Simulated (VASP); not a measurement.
A run of VASP 6.6.1:

File INCAR:

```
PREC     = Accurate       # precision mode
ENCUT    = 400            # plane-wave cutoff, eV
EDIFF    = 1E-8           # SCF threshold, eV
ISMEAR   = -1             # smearing method
SIGMA    = 0.05           # smearing width, eV
LREAL    = False          # projectors in reciprocal space
LASPH    = True           # aspherical terms in the spheres
NELM     = 120            # most SCF steps
ALGO     = Normal         # electronic algorithm
ISIF     = 2              # what is computed and relaxed
LWAVE    = False          # write WAVECAR
LCHARG   = False          # write CHGCAR
GGA      = PE             # functional
LEFG     = True         
NBANDS   = 12             # bands
GGA_COMPAT= False
```

Contents of KPOINTS:

```
regular mesh
0
Gamma
  12 12 14
```

Contents of POSCAR:

```
In
1.0
   -1.6466505000      1.6219110000      2.4739500000
    1.6219110000     -1.6466505000      2.4739500000
    1.6303890000      1.6303890000     -2.4902115000
In
1
Direct
    0.0000000000      0.0000000000      0.0000000000
```

Potentials or basis: VASP PAW PBE potentials, release 64 (In_d).

Command:

```console
$ cat potpaw_PBE.64/In_d/POTCAR > POTCAR
$ mpirun -np 1 vasp_std > vasp.out
```

Hardware: 1 thread of Intel Xeon 8259CL, on a shared host.

Task: Estimate the wall time of this run.

Result: Wall time 58 s on 1 thread of Intel Xeon 8259CL, on a shared host, peak memory 0.23 GiB. Counts: scf iterations 11, k points 554.
